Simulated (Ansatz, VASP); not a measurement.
Two plane-wave programs on W12O

The input INCAR:

```
SYSTEM = W12O
ALGO = Normal
DIPOL = 0.5 0.5 0.309
EDIFF = 1E-7
ENCUT = 520
GGA = PE
IDIPOL = 3
ISIF = 2
ISMEAR = 0
LASPH = .True.
LCHARG = .False.
LDIPOL = .True.
LREAL = .False.
LWAVE = .False.
NBANDS = 99
NELM = 100
PREC = Accurate
SIGMA = 0.1
```

Contents of KPOINTS:

```
k-points
0
Gamma
  5 5 1
  0 0 0
```

Contents of POSCAR:

```
W12O
1.0
    5.5140853207      0.0000000000      0.0000000000
   -1.8380284402      5.1987294965      0.0000000000
    0.0000000000      0.0000000000     21.3560050645
W O
12 1
Direct
    0.2500000000      0.2500000000      0.1873009483
    0.2500000000      0.7500000000      0.1873009483
    0.7500000000      0.2500000000      0.1873009483
    0.7500000000      0.7500000000      0.1873009483
    0.0000000000      0.0000000000      0.2892877541
    0.0000000000      0.5000000000      0.2892877541
    0.5000000000      0.0000000000      0.2892877541
    0.5000000000      0.5000000000      0.2892877541
    0.2500000000      0.2500000000      0.3912719181
    0.2500000000      0.7500000000      0.3912719181
    0.7500000000      0.2500000000      0.3912719181
    0.7500000000      0.7500000000      0.3912719181
    0.5000000000      0.5000000000      0.5471999575
```

Input for Ansatz:

```yaml
crystal:
  lattice:
    - [5.5140853207, 0.0, 0.0]
    - [-1.8380284402, 5.1987294965, 0.0]
    - [0.0, 0.0, 21.3560050645]
  atoms:
    - { symbol: W, position: [0.25, 0.25, 0.1873009483] }
    - { symbol: W, position: [0.25, 0.75, 0.1873009483] }
    - { symbol: W, position: [0.75, 0.25, 0.1873009483] }
    - { symbol: W, position: [0.75, 0.75, 0.1873009483] }
    - { symbol: W, position: [0.0, 0.0, 0.2892877541] }
    - { symbol: W, position: [0.0, 0.5, 0.2892877541] }
    - { symbol: W, position: [0.5, 0.0, 0.2892877541] }
    - { symbol: W, position: [0.5, 0.5, 0.2892877541] }
    - { symbol: W, position: [0.25, 0.25, 0.3912719181] }
    - { symbol: W, position: [0.25, 0.75, 0.3912719181] }
    - { symbol: W, position: [0.75, 0.25, 0.3912719181] }
    - { symbol: W, position: [0.75, 0.75, 0.3912719181] }
    - { symbol: O, position: [0.5, 0.5, 0.5471999575] }
basis:
  ecutwfc: 420
kpoints:
  mp_grid: { grid: [5, 5, 1] }
hamiltonian:
  xc: pbe
scf:
  occupations: { method: gaussian, width: 0.1 }
output:
  forces: true
  eigenvalues: true
efield:
  axis: 3
  dipole_correction: true
  ramp_width: 0.04
```

Alike in both runs: task single point; functional PBE; k mesh 5 × 5 × 1; occupations gaussian, width 0.1 eV; no spin polarisation.

|  | VASP | Ansatz |
| --- | --- | --- |
| version | VASP 6.6.1 | Ansatz 0.2.0 |
| potentials or method | VASP PAW PBE potentials, release 64 (W_sv, O), cutoff 520 eV | scalar-relativistic, plane waves, PAW |
| valence electrons in the cell | 174 | 174 |

```csv
,VASP,Ansatz,Ansatz less VASP
gap on the k mesh at the Fermi level (eV),none,none,-
rms of the force components (eV/Å),0.290,0.286,-0.0048
```

Atom by atom the forces differ by 0.014 eV/Å (rms over components). A gap of «none» marks a metal or a gap that the smearing closes.

Spin-orbit coupling is off throughout.
